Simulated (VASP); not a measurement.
Runs of VASP 6.6.1 on Ga4TeAs. The structure is that of space group P4/mmm (No. 123), or close to it. The cells are those of the table. 

```csv
task,cell,k mesh,cutoff (eV),gap on the mesh (eV),pressure (GPa),largest force (eV/Å)
single point,"a = 3.800, b = 3.800, c = 9.016 Å, 6 atoms",10 × 10 × 6,520,none,-0.1,0.01
single point,"a = 4.024, b = 4.024, c = 8.538 Å, 6 atoms",4 × 4 × 4,520,none,0.0,0.03
relaxation of cell and atoms,"relaxed from a = 4.028, b = 4.028, c = 6.823 Å, 6 atoms",4 × 4 × 4,600,none,-0.1,0.01
single point,"a = 4.028, b = 4.028, c = 6.823 Å, 6 atoms",4 × 4 × 4,520,none,(a),54.16
```

Alike in all rows: level PBE; potentials or basis VASP PAW PBE potentials, release 64 (Ga_d, Te, As); no spin polarisation; smearing gaussian 0.1 eV.

Q: Fill in the values left out.

A: (a) 84.4.

Caveats: some runs use coarse meshes; spin-orbit coupling is left out, which moves the levels of the heavy elements; forces of over 1 eV/Å act on the atoms, so gaps and moduli don't describe the material at rest (some runs).

A k mesh can miss the band edges, and the runs leave out spin-orbit coupling on As, Ga, Te.

A gap of «none» marks levels without a gap at the run's occupations.
